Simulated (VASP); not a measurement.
# Nb (Im-3m) in VASP: further runs

The runs below take Nb through relaxation of cell and atoms, with r2SCAN.

All numbers are computed with VASP 6.6.1; they aren't measurements. Logs are shortened: lines on timing, memory, paths and dates and some standing lists are left out, and cuts for length are marked.

## 1. The cell of the first run

Symmetry: Im-3m, No. 229, cubic system. The conventional cell has a = 3.305 Å, b = 3.305 Å, c = 3.305 Å, α = 90.00°, β = 90.00°, γ = 90.00°. Within 3.8 Å of Nb (site symmetry m-3m) lie 14 Nb at 2.86 to 3.30 Å.

## 2. Relaxation of cell and atoms, r2SCAN

Input file POSCAR:

```
Nb
1.0
   -1.6524110958      1.6524110958      1.6524110958
    1.6524110958     -1.6524110958      1.6524110958
    1.6524110958      1.6524110958     -1.6524110958
Nb
1
Direct
    0.0000000000      0.0000000000      0.0000000000
```

Input file INCAR.step1:

```
SYSTEM = Nb
PREC = Accurate ; ENCUT = 600
ISMEAR = -1 ; SIGMA = 0.15
LREAL = .FALSE. ; LASPH = .TRUE.
NELM = 60 ; GGA = PE
ALGO = Normal ; EDIFF = 1E-4
LWAVE = .TRUE. ; LCHARG = .FALSE.
```

Input file INCAR.step2:

```
SYSTEM = Nb
PREC = Accurate ; ENCUT = 600
EDIFF = 1E-6 ; ISMEAR = -1
SIGMA = 0.15 ; LREAL = .FALSE.
LASPH = .TRUE. ; NELM = 60
ALGO = Normal ; ISIF = 3
LWAVE = .FALSE. ; LCHARG = .FALSE.
METAGGA = R2SCAN ; LMIXTAU = .TRUE.
IBRION = 2 ; NSW = 80
EDIFFG = -0.001 ; ISTART = 1
```

Input file KPOINTS:

```
Automatic mesh
0
G
  18 18 18
  0 0 0
```

Potentials or basis: VASP PAW PBE potentials, release 64 (Nb_sv).

Started as:

```bash
$ cat potpaw_PBE.64/Nb_sv/POTCAR > POTCAR
$ cp INCAR.step1 INCAR
$ mpirun -np 1 vasp_std > vasp.out
$ cp INCAR.step2 INCAR
$ mpirun -np 1 vasp_std > vasp.out
```

OUTCAR:

```text
SYSTEM = Nb
   PREC = Accurate
   ENCUT = 600
   EDIFF = 1E-6
   ISMEAR = -1
   LREAL = .FALSE.
   LASPH = .TRUE.
   NELM = 60
   ISIF = 3
   METAGGA = R2SCAN
   IBRION = 2
   NSW = 80
   EDIFFG = -0.001
   ISTART = 1

 ion  position               nearest neighbor table
   1  0.000  0.000  0.000-

  LATTYP: Found a body centered cubic cell.
 ALAT       =     3.3048221916

  Lattice vectors:

 A1 = (  -1.6524110958,   1.6524110958,   1.6524110958)
 A2 = (   1.6524110958,  -1.6524110958,   1.6524110958)
 A3 = (   1.6524110958,   1.6524110958,  -1.6524110958)

Analysis of symmetry for initial positions (statically):
=====================================================================
 Subroutine PRICEL returns:
 Original cell was already a primitive cell.

 Routine SETGRP: Setting up the symmetry group for a
 body centered cubic supercell.

 Subroutine GETGRP returns: Found 48 space group operations
 (whereof 48 operations were pure point group operations)
 out of a pool of 48 trial point group operations.

The static configuration has the point symmetry O_h .

Analysis of symmetry for dynamics (positions and initial velocities):
=====================================================================
 Subroutine PRICEL returns:
 Original cell was already a primitive cell.

 Routine SETGRP: Setting up the symmetry group for a
 body centered cubic supercell.

 Subroutine GETGRP returns: Found 48 space group operations
 (whereof 48 operations were pure point group operations)
 out of a pool of 48 trial point group operations.

The dynamic configuration has the point symmetry O_h .

 Subroutine INISYM returns: Found 48 space group operations
 (whereof 48 operations are pure point group operations),
 and found     1 'primitive' translations

----------------------------------------------------------------------------------------

                                     Primitive cell

  volume of cell :      18.0474

  direct lattice vectors                    reciprocal lattice vectors
    -1.652411096  1.652411096  1.652411096     0.000000000  0.302588140  0.302588140
     1.652411096 -1.652411096  1.652411096     0.302588140  0.000000000  0.302588140
     1.652411096  1.652411096 -1.652411096     0.302588140  0.302588140  0.000000000

  length of vectors
     2.862059973  2.862059973  2.862059973     0.427924251  0.427924251  0.427924251

  position of ions in fractional coordinates (direct lattice)
     0.000000000  0.000000000  0.000000000

  ion indices of the primitive-cell ions
   primitive index   ion index
                 1           1

----------------------------------------------------------------------------------------

 KPOINTS: Automatic mesh

Automatic generation of k-mesh.
 Grid dimensions read from file:
 generate k-points for:   18   18   18

 Generating k-lattice:

  Cartesian coordinates                     Fractional coordinates (reciprocal lattice)
     0.000000000  0.016810452  0.016810452     0.055555556  0.000000000  0.000000000
     0.016810452  0.000000000  0.016810452     0.000000000  0.055555556  0.000000000
     0.016810452  0.016810452  0.000000000     0.000000000  0.000000000  0.055555556

  Length of vectors
     0.023773570  0.023773570  0.023773570

  Shift w.r.t. Gamma in fractional coordinates (k-lattice)
     0.000000000  0.000000000  0.000000000

 Subroutine IBZKPT returns following result:
 ===========================================

 Found    195 irreducible k-points:

 Following reciprocal coordinates:
            Coordinates               Weight
  0.000000  0.000000  0.000000      1.000000
  0.055556  0.000000  0.000000     12.000000
  0.111111  0.000000  0.000000     12.000000
  0.166667  0.000000  0.000000     12.000000
  0.222222  0.000000  0.000000     12.000000
  0.277778  0.000000  0.000000     12.000000
[... 16 lines left out ...]
  0.333333  0.111111  0.000000     48.000000
  0.388889  0.111111  0.000000     48.000000
 [... further k-points ...]
   k-points           NKPTS =    195   k-points in BZ     NKDIM =    195   number of bands    NBANDS=     10
   number of dos      NEDOS =    301   number of ions     NIONS =      1
   total plane-waves  NPLWV =  13824
   dimension x,y,z NGX =    24 NGY =   24 NGZ =   24
   dimension x,y,z NGXF=    48 NGYF=   48 NGZF=   48
   ions per type =               1
   NGX,Y,Z   is equivalent  to a cutoff of  13.94, 13.94, 13.94 a.u.
   NGXF,Y,Z  is equivalent  to a cutoff of  27.88, 27.88, 27.88 a.u.
 SYSTEM =  Nb
   PREC   = accura    normal or accurate (medium, high low for compatibility)
   ISTART =      1    job   : 0-new  1-cont  2-samecut
   ICHARG =      0    charge: 1-file 2-atom 10-const
   ISPIN  =      1    spin polarized calculation?
   LNONCOLLINEAR =      F non collinear calculations
   LSORBIT =      F    spin-orbit coupling
   LASPH  =      T    aspherical Exc in radial PAW
   ENCUT  =  600.0 eV  44.10 Ry    6.64 a.u.   5.72  5.72  5.72*2*pi/ulx,y,z
   NELM   =     60;   NELMIN=  2; NELMDL=  0     # of ELM steps
   EDIFF  = 0.1E-05   stopping-criterion for ELM
   LREAL  =      F    real-space projection
   EDIFFG = -.1E-02   stopping-criterion for IOM
   NSW    =     80    number of steps for IOM
   IBRION =      2    ionic relax: 0-MD 1-quasi-New 2-CG
   NFREE  =      1    steps in history (QN), initial steepest desc. (CG)
   ISIF   =      3    stress and relaxation
   ISYM   =      2    0-nonsym 1-usesym 2-fastsym
   POTIM  = 0.5000    time-step for ionic-motion
   TEBEG  =    0.0;   TEEND  =   0.0 temperature during run
   PSTRESS=    0.0 pullay stress
   NELECT =      13.0000    total number of electrons
   NUPDOWN=      -1.0000    fix difference up-down
   EMIN   =  10.00;   EMAX   =-10.00  energy-range for DOS
   EFERMI =   0.00;   METHOD = LEGACY
   ISMEAR =    -1;   SIGMA  =   0.15  broadening in eV -4-tet -1-fermi 0-gaus
   EFERMI_NEDOS =   21; number of points for ismear=-14 and -15
   IALGO  =     38    algorithm
   IMIX   =      4    mixing-type and parameters
     AMIX     =   0.40;   BMIX     =  1.00
     AMIX_MAG =   1.60;   BMIX_MAG =  1.00
  volume/ion in A,a.u.               =      18.05       121.79
  Fermi-wavevector in a.u.,A,eV,Ry     =   1.467522  2.773214 29.301776  2.153620
  Thomas-Fermi vector in A             =   2.583129
   LORBIT       =      0    0 simple, 1 ext, 2 COOP (PROOUT), +10 PAW based schemes
   METAGGA = R2SCAN    functional components
   LHFCALC =     F    Hartree Fock is set to
   AEXX    =    0.0000 exact exchange contribution
   IVDW    =     0    specifies the selected vdW correction
   LEPSILON=     F    determine dielectric tensor
   LRPA    =     F    only Hartree local field effects (RPA)
 conjugate gradient relaxation of ions
 non-spin polarized calculation
  energy-cutoff  :      600.00
  volume of cell :       18.05
 maximum number of plane-waves:       619
   NGX = 11   NGY = 11   NGZ = 11

--------------------------------------- Ionic step        1  -------------------------------------------

 number of electron      13.0000000 magnetization

 Free energy of the ion-electron system (eV)
  ---------------------------------------------------
  ext. energy  EPLUGINS =         0.00000000
  ---------------------------------------------------
  free energy    TOTEN  =       -24.89331470 eV

  energy without entropy =      -24.79611197  energy(sigma->0) =      -24.84471334

------------------------ aborting loop because EDIFF is reached ----------------------------------------

  FORCE on cell =-STRESS in cart. coord.  units (eV):
  Direction    XX          YY          ZZ          XY          YZ          ZX
  --------------------------------------------------------------------------------------
  -------------------------------------------------------------------------------------
  Total        0.0097306      0.0097306      0.0097306     -0.0000000     -0.0000000      0.0000000
  in kB        0.8638426      0.8638426      0.8638426     -0.0000000     -0.0000000      0.0000000
  external PRESSURE =       0.8638426 kB  Pullay stress =       0.0000000 kB
[... 55 lines left out ...]
  energy  without entropy=      -24.7959751502  energy(sigma->0) =      -24.84464153

--------------------------------------- Ionic step        3  -------------------------------------------

 number of electron      13.0000000 magnetization

 Free energy of the ion-electron system (eV)
  ---------------------------------------------------
  ext. energy  EPLUGINS =         0.00000000
  ---------------------------------------------------
  free energy    TOTEN  =       -24.89331660 eV

  energy without entropy =      -24.79606872  energy(sigma->0) =      -24.84469266

 E-fermi :  11.1388     XC(G=0): -13.6110

 val. band max:       11.1374718063   @ k =   0.3889   0.2222   0.0000
 cond. band min:      11.1463458894   @ k =  -0.3889   0.3889   0.1111
 fundamental gap:      0.0088740831
 Fermi energy:        11.1387863305

 k-point     1 :       0.0000    0.0000    0.0000
  band No.  band energies     occupation
      1     -45.0499      2.00000
      2     -19.5950      2.00000
      3     -19.5950      2.00000
      4     -19.5950      2.00000
      5       4.8187      2.00000
      6      11.5486      0.12224
      7      11.5486      0.12223
      8      11.5486      0.12223
      9      14.6660      0.00000
     10      14.6660      0.00000
[... 287 lines left out ...]
 k-point    24 :       0.3889    0.1111    0.0000
  band No.  band energies     occupation
      1     -44.7833      2.00000
      2     -20.9434      2.00000
      3     -20.0855      2.00000
      4     -19.6705      2.00000
      5       7.6120      2.00000
      6       9.5348      1.99995
      7      12.1859      0.00186
      8      14.5133      0.00000
      9      15.6441      0.00000
     10      18.1090      0.00000

 [... further k-points ...]
[... 5 lines left out ...]
  --------------------------------------------------------------------------------------
  -------------------------------------------------------------------------------------
  Total       -0.0002652     -0.0002652     -0.0002652      0.0000000      0.0000000      0.0000000
  in kB       -0.0235358     -0.0235358     -0.0235358      0.0000000      0.0000000      0.0000000
  external PRESSURE =      -0.0235358 kB  Pullay stress =       0.0000000 kB
[... 16 lines left out ...]
  FREE ENERGIE OF THE ION-ELECTRON SYSTEM (eV)
  ---------------------------------------------------
  free  energy   TOTEN  =       -24.8933166004 eV

  energy  without entropy=      -24.7960687225  energy(sigma->0) =      -24.84469266

 reached required accuracy - stopping structural energy minimisation
```

Run time: 2.1 min. Hardware: 1 thread of Intel Xeon 6975P-C (Granite Rapids), shared host; peak memory 0.18 GiB.

What came out:

- Free energy: -24.8933 eV
- Relaxed volume: 18.06 Å³/atom
- Relaxed cell: a = 2.863 Å, b = 2.863 Å, c = 2.863 Å, α = 109.47°, β = 109.47°, γ = 109.47°
- Space group after relaxing (to 0.05 Å): Im-3m (No. 229)
- Energy gained by relaxing: 0.0 meV/atom
- Ionic steps: 3
- Pressure after relaxing: 0.0 GPa

Final structure:
```yaml
crystal:
  lattice:
    - [-1.65268, 1.65268, 1.65268]
    - [1.65268, -1.65268, 1.65268]
    - [1.65268, 1.65268, -1.65268]
  atoms:
    - { symbol: Nb, position: [0.00000, 0.00000, 0.00000] }
```

Caveat: the PAW data sets were made with another functional, which shifts forces and pressure a little.

## 3. Relaxation of cell and atoms, r2SCAN

This run uses another cell than the first one, of 18.26 Å³/atom, 1.012 times its volume.

Input file POSCAR:

```
Nb
1.0
   -1.6588161900      1.6588161900      1.6588161900
    1.6588161900     -1.6588161900      1.6588161900
    1.6588161900      1.6588161900     -1.6588161900
Nb
1
Direct
    0.0000000000      0.0000000000      0.0000000000
```

Input file INCAR.step1:

```
PREC = Accurate
ENCUT = 600
ISMEAR = 0
SIGMA = 0.1
LREAL = False
LASPH = True
NELM = 60
GGA = PE
ALGO = Normal
EDIFF = 1E-4
LWAVE = True
LCHARG = False
```

Input file INCAR.step2:

```
PREC = Accurate
ENCUT = 600
EDIFF = 1E-7
ISMEAR = 0
SIGMA = 0.1
LREAL = False
LASPH = True
NELM = 60
ALGO = Normal
ISIF = 3
LWAVE = False
LCHARG = False
METAGGA = R2SCAN
LMIXTAU = True
IBRION = 2
NSW = 100
EDIFFG = -0.002
ISTART = 1
```

Input file KPOINTS:

```
Automatic mesh
0
Gamma
  18 18 18
```

Potentials or basis: VASP PAW PBE potentials, release 64 (Nb_sv).

Started as:

```bash
$ cat potpaw_PBE.64/Nb_sv/POTCAR > POTCAR
$ cp INCAR.step1 INCAR
$ mpirun -np 1 vasp_std > vasp.out
$ cp INCAR.step2 INCAR
$ mpirun -np 1 vasp_std > vasp.out
```

Run time: 2.6 min. Hardware: 1 thread of Intel Xeon 6975P-C (Granite Rapids), shared host; peak memory 0.19 GiB.

Results (log left out):

```yaml
Free_energy: -24.8453 eV
Relaxed_volume: 18.03 Å³/atom
Relaxed_cell: a = 2.861 Å, b = 2.861 Å, c = 2.861 Å, α = 109.47°, β = 109.47°, γ = 109.47°
Space_group_after_relaxing_to_0.05_Å: Im-3m (No. 229)
Energy_gained_by_relaxing: 1.6 meV/atom
Ionic_steps: 3
Pressure_after_relaxing: 0.0 GPa
```

Step by step:
```
step  energy change (eV)  largest force (eV/Å)  pressure (GPa)  volume (Å³)
   1              0.0000                0.0000           -2.17        18.26
   2              0.0038                0.0000            4.22        17.61
   3             -0.0016                0.0000           -0.01        18.03
```

Final structure:
```yaml
crystal:
  lattice:
    - [-1.65186, 1.65186, 1.65186]
    - [1.65186, -1.65186, 1.65186]
    - [1.65186, 1.65186, -1.65186]
  atoms:
    - { symbol: Nb, position: [0.00000, 0.00000, 0.00000] }
```

Levels at points of the mesh, in eV from the Fermi level:
| k point | band 4 | band 5 | band 6 | band 7 | band 8 | band 9 |
| --- | --- | --- | --- | --- | --- | --- |
| (0.00, 0.00, 0.00) | -30.68 | -6.26 | 0.46 | 0.46 | 0.46 | 3.58 |
| (0.50, 0.00, 0.00) | -30.69 | -3.88 | -1.69 | 2.27 | 3.60 | 4.33 |
| (0.50, 0.50, 0.50) | -31.66 | -3.86 | -3.86 | 5.88 | 5.88 | 5.88 |

Caveat: the PAW data sets were made with another functional, which shifts forces and pressure a little.
